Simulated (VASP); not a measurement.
# BAs (Pm-3m) in VASP: a series of runs, part 2 of 2

VASP 6.6.1. The steps go on from the part before.

## (3) Single point, LDA

This run uses another cell than the first one, of 11.57 Å³/atom, 0.956 times its volume.

Input file INCAR:

```
SYSTEM = BAs
PREC = Accurate
ENCUT = 500
EDIFF = 1E-6
ISMEAR = 0
SIGMA = 0.05
LREAL = .FALSE.
LASPH = .TRUE.
NELM = 120
ALGO = Normal
ISIF = 2
LWAVE = .FALSE.
LCHARG = .FALSE.
NBANDS = 11
GGA_COMPAT = .FALSE.
```

Input file KPOINTS:

```
Automatic mesh
0
G
  6 6 6
  0 0 0
```

Input file POSCAR:

```
BAs
1.0
    2.8492235785      0.0000000000      0.0000000000
    0.0000000000      2.8492235785      0.0000000000
    0.0000000000      0.0000000000      2.8492235785
B As
1 1
Direct
    0.0000000000      0.0000000000      0.0000000000
    0.5000000000      0.5000000000      0.5000000000
```

Potentials or basis: VASP PAW LDA potentials, release 64 (B, As).

Launch:

```console
> cat potpaw_LDA.64/B/POTCAR potpaw_LDA.64/As/POTCAR > POTCAR
> mpirun -np 1 vasp_std > vasp.out
```

OUTCAR:

```text
SYSTEM = BAs
   PREC = Accurate
   ENCUT = 500
   EDIFF = 1E-6
   ISMEAR = 0
   LREAL = .FALSE.
   LASPH = .TRUE.
   NELM = 120
   ISIF = 2

 ion  position               nearest neighbor table
   1  0.000  0.000  0.000-   2 2.47   2 2.47   2 2.47   2 2.47   2 2.47   2 2.47   2 2.47   2 2.47

   2  0.500  0.500  0.500-   1 2.47   1 2.47   1 2.47   1 2.47   1 2.47   1 2.47   1 2.47   1 2.47

  LATTYP: Found a simple cubic cell.
 ALAT       =     2.8492235785

  Lattice vectors:

 A1 = (   2.8492235785,   0.0000000000,   0.0000000000)
 A2 = (   0.0000000000,   2.8492235785,   0.0000000000)
 A3 = (   0.0000000000,   0.0000000000,   2.8492235785)

Analysis of symmetry for initial positions (statically):
=====================================================================
 Subroutine PRICEL returns:
 Original cell was already a primitive cell.

 Routine SETGRP: Setting up the symmetry group for a
 simple cubic supercell.

 Subroutine GETGRP returns: Found 48 space group operations
 (whereof 48 operations were pure point group operations)
 out of a pool of 48 trial point group operations.

The static configuration has the point symmetry O_h .

Analysis of symmetry for dynamics (positions and initial velocities):
=====================================================================
 Subroutine PRICEL returns:
 Original cell was already a primitive cell.

 Routine SETGRP: Setting up the symmetry group for a
 simple cubic supercell.

 Subroutine GETGRP returns: Found 48 space group operations
 (whereof 48 operations were pure point group operations)
 out of a pool of 48 trial point group operations.

The dynamic configuration has the point symmetry O_h .

 Subroutine INISYM returns: Found 48 space group operations
 (whereof 48 operations are pure point group operations),
 and found     1 'primitive' translations

----------------------------------------------------------------------------------------

                                     Primitive cell

[... 112 lines left out ...]
   AEXX    =    0.0000 exact exchange contribution
   IVDW    =     0    specifies the selected vdW correction
   LEPSILON=     F    determine dielectric tensor
   LRPA    =     F    only Hartree local field effects (RPA)
 non-spin polarized calculation
 Gauss-broadening in eV      SIGMA  =   0.05
  energy-cutoff  :      500.00
  volume of cell :       23.13
 maximum number of plane-waves:       624
 NGX is ok and might be reduce to    24
   NGX = 11   NGY = 11   NGZ = 11

 number of electron       8.0000000 magnetization

 Free energy of the ion-electron system (eV)
  ---------------------------------------------------
  ext. energy  EPLUGINS =         0.00000000
  ---------------------------------------------------
  free energy    TOTEN  =        -9.84790372 eV

  energy without entropy =       -9.84764838  energy(sigma->0) =       -9.84777605

 E-fermi :   8.3632     XC(G=0): -11.8785

 val. band max:        8.2848348266   @ k =   0.1667   0.1667   0.0000
 cond. band min:       8.4315686116   @ k =   0.5000   0.5000   0.3333
 fundamental gap:      0.1467337850
 Fermi energy:         8.3632174561

 k-point     1 :       0.0000    0.0000    0.0000
  band No.  band energies     occupation
      1      -8.2743      2.00000
      2       7.3303      2.00000
      3       7.3303      2.00000
      4       7.3303      2.00000
      5       8.9072      0.00000
      6      13.9587      0.00000
      7      13.9587      0.00000
      8      18.4043      0.00000
      9      18.4043      0.00000
     10      18.4043      0.00000
     11      28.0831      0.00000
[... 253 lines left out ...]
 k-point    20 :       0.5000    0.5000    0.5000
  band No.  band energies     occupation
      1       1.3265      2.00000
      2       4.9629      2.00000
      3       4.9629      2.00000
      4       4.9629      2.00000
      5       5.9812      2.00000
      6       5.9812      2.00000
      7       5.9812      2.00000
      8       6.0600      2.00000
      9      28.7868      0.00000
     10      28.7868      0.00000
     11      28.7868      0.00000

------------------------ aborting loop because EDIFF is reached ----------------------------------------

  FORCE on cell =-STRESS in cart. coord.  units (eV):
  Direction    XX          YY          ZZ          XY          YZ          ZX
  --------------------------------------------------------------------------------------
  -------------------------------------------------------------------------------------
  Total        1.0170809      1.0170809      1.0170809     -0.0000000      0.0000000     -0.0000000
  in kB       70.4508902     70.4508902     70.4508902     -0.0000000      0.0000000     -0.0000000
  external PRESSURE =      70.4508902 kB  Pullay stress =       0.0000000 kB

 VOLUME and BASIS-vectors are now :
 -----------------------------------------------------------------------------
  energy-cutoff  :      500.00
  volume of cell :       23.13
      direct lattice vectors                 reciprocal lattice vectors
     2.849223579  0.000000000  0.000000000     0.350972808  0.000000000  0.000000000
     0.000000000  2.849223579  0.000000000     0.000000000  0.350972808  0.000000000
     0.000000000  0.000000000  2.849223579     0.000000000  0.000000000  0.350972808

 POSITION                                       TOTAL-FORCE (eV/Angst)
 -----------------------------------------------------------------------------------
      0.00000      0.00000      0.00000         0.000000      0.000000      0.000000
      1.42461      1.42461      1.42461         0.000000      0.000000      0.000000
 -----------------------------------------------------------------------------------
    total drift:                                0.000000     -0.000000     -0.000000

  FREE ENERGIE OF THE ION-ELECTRON SYSTEM (eV)
  ---------------------------------------------------
  free  energy   TOTEN  =        -9.8479037157 eV

  energy  without entropy=       -9.8476483812  energy(sigma->0) =       -9.84777605
```

OSZICAR:

```text
N       E                     dE             d eps       ncg     rms          rms(c)
DAV:   1     0.114673204592E+02    0.11467E+02   -0.38177E+03   440   0.632E+02
DAV:   2    -0.929387476231E+01   -0.20761E+02   -0.19694E+02   572   0.993E+01
DAV:   3    -0.997775917794E+01   -0.68388E+00   -0.68194E+00   526   0.162E+01
DAV:   4    -0.997891726152E+01   -0.11581E-02   -0.11580E-02   506   0.782E-01
DAV:   5    -0.997891785403E+01   -0.59252E-06   -0.59284E-06   515   0.209E-02    0.399E+00
DAV:   6    -0.985568611411E+01    0.12323E+00   -0.38968E-01   458   0.231E+00    0.219E+00
DAV:   7    -0.984961617599E+01    0.60699E-02   -0.29628E-02   512   0.889E-01    0.106E+00
DAV:   8    -0.984790582070E+01    0.17104E-02   -0.10504E-03   461   0.240E-01    0.342E-02
DAV:   9    -0.984790318437E+01    0.26363E-05   -0.28679E-05   524   0.291E-02    0.191E-02
DAV:  10    -0.984790371573E+01   -0.53136E-06   -0.14567E-06   336   0.859E-03
   1 F= -.98479037E+01 E0= -.98477760E+01  d E =-.255335E-03
```

stdout:

```text
POSCAR found type information on POSCAR B As
 POSCAR found :  2 types and       2 ions
 scaLAPACK will be used
 LDA part: xc-table for (Slater(with rela. corr.)+CA(PZ))
 , standard interpolation
 POSCAR, INCAR and KPOINTS ok, starting setup
 FFT: planning ... GRIDC
 FFT: planning ... GRID_SOFT
 FFT: planning ... GRID
 WAVECAR not read
 entering main loop
```

Wall time 9.3 s (1 thread of AMD EPYC 7R13, shared host); peak memory 0.1 GiB.

What came out:

* Free energy: -9.8479 eV
* Pressure: 7.0 GPa
* Band gap on the k mesh: zero (band 4 reaches 11.16 eV, above the bottom of band 5 at 5.98 eV)

Caveat: the k points lie up to 0.37 Å⁻¹ apart.

## (4) Single point, LDA

This run uses another cell than the first one, of 12.18 Å³/atom, 1.007 times its volume.

Input file INCAR:

```
PREC = Accurate ; ENCUT = 500
EDIFF = 1E-6 ; ISMEAR = 0
SIGMA = 0.05 ; LREAL = False
LASPH = True ; NELM = 120
ALGO = Normal ; ISIF = 2
LWAVE = False ; LCHARG = True
LELF = True ; LVHAR = True
NBANDS = 11 ; GGA_COMPAT = False
```

Input file KPOINTS:

```
Automatic mesh
0
Gamma
  6 6 6
```

Input file POSCAR:

```
BAs
1.0
    2.8989201713      0.0000000000      0.0000000000
    0.0000000000      2.8989201713      0.0000000000
    0.0000000000      0.0000000000      2.8989201713
B As
1 1
Direct
    0.0000000000      0.0000000000      0.0000000000
    0.5000000000      0.5000000000      0.5000000000
```

Launch:

```console
> cat potpaw_LDA.64/B/POTCAR potpaw_LDA.64/As/POTCAR > POTCAR
> mpirun -np 1 vasp_std > vasp.out
```

Wall time 12 s (1 thread of AMD EPYC 7R13, shared host); peak memory 0.1 GiB.

Results (log left out):

```
Free energy            : -9.8716 eV
Pressure               : -0.5 GPa
Band gap on the k mesh : zero (band 4 reaches 10.49 eV, above the bottom of band 5 at 5.32 eV)
```

Levels at points of the mesh, in eV from the Fermi level:
| k point | band 2 | band 3 | band 4 | band 5 | band 6 | band 7 |
| --- | --- | --- | --- | --- | --- | --- |
| (0.00, 0.00, 0.00) | -0.98 | -0.98 | -0.98 | 0.05 | 5.63 | 5.63 |
| (0.50, 0.00, 0.00) | -10.30 | 2.75 | 2.75 | 3.29 | 3.29 | 3.48 |
| (0.50, 0.50, 0.00) | -7.09 | -7.09 | -5.50 | 4.05 | 5.25 | 7.22 |
| (0.50, 0.50, 0.50) | -3.24 | -3.24 | -3.24 | -2.42 | -2.17 | -2.17 |

Caveat: the k points lie up to 0.36 Å⁻¹ apart.

## (5) Summary

```csv
cell,cutoff (eV),gap on the mesh (eV),pressure (GPa)
"a = 2.892 Å, 2 atoms",520,none,0.3
"a = 2.849 Å, 2 atoms",500,none,7.0
"a = 2.899 Å, 2 atoms",500,none,-0.5
```

Alike in all rows: task single point; level LDA; potentials or basis VASP PAW LDA potentials, release 64 (B, As); no spin polarisation; k mesh 6 × 6 × 6; smearing gaussian 0.05 eV.

Caveats: all runs use coarse meshes.

Absolute energies hang on the potentials; compare differences alone.
